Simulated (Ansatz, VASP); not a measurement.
**Two plane-wave programs on TiGe4**

```
CELL_PARAMETERS angstrom
4.91241 0.00000 0.00000
0.00000 4.91241 0.00000
0.00000 0.00000 4.91241
ATOMIC_POSITIONS crystal
Ti 0.00000 0.00000 0.00000
Ge 0.50000 0.00000 0.00000
Ge 0.00000 0.50000 0.00000
Ge 0.00000 0.00000 0.50000
Ge 0.50000 0.50000 0.50000
```

Alike in both runs: functional PBE; k mesh 8 × 8 × 8; occupations gaussian, width 0.1 eV; no spin polarisation.

Ansatz relaxed the structure, and its values are those at the end. VASP's run is a single point on that final structure, the one shown.

|  | VASP | Ansatz |
| --- | --- | --- |
| version | VASP 6.6.1 | Ansatz 0.2.0 |
| potentials or method | VASP PAW PBE potentials, release 64 (Ti_sv, Ge_d), cutoff 520 eV | scalar-relativistic, plane waves, PAW |
| valence electrons in the cell | 68 | 68 |

```tsv
	VASP	Ansatz	Ansatz less VASP
gap on the k mesh at the Fermi level (eV)	none	none	-
pressure (GPa)	0.0	0.0	+0.04
```

A gap of «none» marks a metal or a gap that the smearing closes.
